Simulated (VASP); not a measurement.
A run of VASP 6.6.1 is set up as follows.

Contents of INCAR:

```
SYSTEM = GaP
PREC = Accurate
ENCUT = 520
EDIFF = 1E-6
ISMEAR = 0
SIGMA = 0.02
LREAL = .FALSE.
LASPH = .TRUE.
NELM = 80
ALGO = Normal
ISIF = 2
LWAVE = .FALSE.
LCHARG = .FALSE.
GGA = PE
NBANDS = 26
```

KPOINTS

```
regular mesh
0
G
  12 12 12
  0 0 0
```

POSCAR

```
GaP
1.0
    1.9423284415      1.1214038485      6.4345639919
   -1.9423284415      1.1214038485      6.4345639919
    0.0000000000     -2.2428076971      6.4345639919
Ga P
2 2
Direct
    0.5644298978      0.5644298978      0.5644298978
    0.4355701022      0.4355701022      0.4355701022
    0.9424821707      0.9424821707      0.9424821707
    0.0575178293      0.0575178293      0.0575178293
```

Potentials or basis: VASP PAW PBE potentials, release 64 (Ga_d, P).

Run with:

```sh
$ cat potpaw_PBE.64/Ga_d/POTCAR potpaw_PBE.64/P/POTCAR > POTCAR
$ mpirun -np 1 vasp_std > vasp.out
```

Question: Predict the pressure.

Answer: 0.0 GPa.

Question: Predict the band gap on the k mesh.

Answer: 0.81 eV, indirect (least direct gap 1.13 eV).

Question: Predict the largest force.

Answer: 0.043 eV/Å.

Forces on the atoms (eV/Å):
```
Ga   0.000  0.000 -0.004
Ga   0.000  0.000  0.004
P    0.000  0.000  0.043
P    0.000  0.000 -0.043
```

A k mesh can miss the band edges. As with any semilocal functional, this PBE gap is likely too small.
